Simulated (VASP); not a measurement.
A run of VASP 6.6.1 is set up as follows.

File POSCAR:

```
NbAs
1.0
    0.0000000000      2.6340171635      2.6340171635
    2.6340171635      0.0000000000      2.6340171635
    2.6340171635      2.6340171635      0.0000000000
Nb As
1 1
Direct
    0.0000000000      0.0000000000      0.0000000000
    0.5000000000      0.5000000000      0.5000000000
```

Contents of INCAR.step1:

```
ALGO     = Normal         # electronic algorithm
EDIFF    = 1E-4           # SCF threshold, eV
ENCUT    = 520            # plane-wave cutoff, eV
GGA      = PE             # functional
ISMEAR   = 0              # smearing method
LASPH    = T              # aspherical terms in the spheres
LCHARG   = F              # write CHGCAR
LREAL    = F              # projectors in reciprocal space
LWAVE    = T              # write WAVECAR
NBANDS   = 16             # bands
NELM     = 80             # most SCF steps
PREC     = Accurate       # precision mode
SIGMA    = 0.1            # smearing width, eV
```

The input INCAR.step2:

```
ALGO     = Normal         # electronic algorithm
EDIFF    = 1E-7           # SCF threshold, eV
ENCUT    = 520            # plane-wave cutoff, eV
ISIF     = 2              # what is computed and relaxed
ISMEAR   = 0              # smearing method
ISTART   = 1            
LASPH    = T              # aspherical terms in the spheres
LCHARG   = T              # write CHGCAR
LELF     = T              # ELF
LMIXTAU  = T            
LREAL    = F              # projectors in reciprocal space
LVHAR    = T            
LWAVE    = F              # write WAVECAR
METAGGA  = R2SCAN         # meta-GGA
NBANDS   = 16             # bands
NELM     = 80             # most SCF steps
PREC     = Accurate       # precision mode
SIGMA    = 0.1            # smearing width, eV
```

KPOINTS

```
k-points
0
Gamma
  6 6 6
```

Potentials or basis: VASP PAW PBE potentials, release 64 (Nb_sv, As).

Launch:

```sh
$ cat potpaw_PBE.64/Nb_sv/POTCAR potpaw_PBE.64/As/POTCAR > POTCAR
$ cp INCAR.step1 INCAR
$ mpirun -np 1 vasp_std > vasp.out
$ cp INCAR.step2 INCAR
$ mpirun -np 1 vasp_std > vasp.out
```

What does it give for the band gap on the k mesh?

Zero (band 9 reaches 10.45 eV, above the bottom of band 10 at 8.74 eV).

Estimate the pressure.

-0.3 GPa.

Caveat: the PAW data sets were made with another functional, which shifts forces and pressure a little.
